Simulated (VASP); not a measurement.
Here is a VASP 6.6.1 calculation.

The input INCAR:

```
SYSTEM = CoO
PREC = Accurate ; ENCUT = 520
EDIFF = 1E-7 ; ISMEAR = -1
SIGMA = 0.05 ; LREAL = .False.
LASPH = .True. ; NELM = 150
ALGO = Normal ; ISIF = 2
LWAVE = .False. ; LCHARG = .False.
ISPIN = 2 ; MAGMOM = 3 0
LORBIT = 11 ; LMAXMIX = 4
GGA = PE ; NBANDS = 18
```

Contents of KPOINTS:

```
regular mesh
0
Gamma
  12 12 12
  0 0 0
```

POSCAR

```
CoO
1.0
   -1.5080004400      1.5080004400      2.1072503600
    1.5080004400     -1.5080004400      2.1072503600
    1.5080004400      1.5080004400     -2.1072503600
Co O
1 1
Direct
    0.0000000000      0.0000000000      0.0000000000
    0.5000000000      0.5000000000      0.0000000000
```

Potentials or basis: VASP PAW PBE potentials, release 64 (Co, O).

The run is started by

```bash
$ cat potpaw_PBE.64/Co/POTCAR potpaw_PBE.64/O/POTCAR > POTCAR
$ mpirun -np 1 vasp_std > vasp.out
```

**Question.** Estimate the site moments.

**Answer.** Co +2.54; O +0.29 μB.

**Question.** Estimate the net moment.

**Answer.** 2.88 μB per cell.

**Question.** What does it give for the pressure?

**Answer.** -0.6 GPa.

Stress tensor (GPa, compression positive):
```
-0.62  0.00  0.00
 0.00 -0.62  0.00
 0.00  0.00 -0.48
```

Caveat: a cell with one magnetic atom can't hold antiferromagnetic order, which such compounds often take.
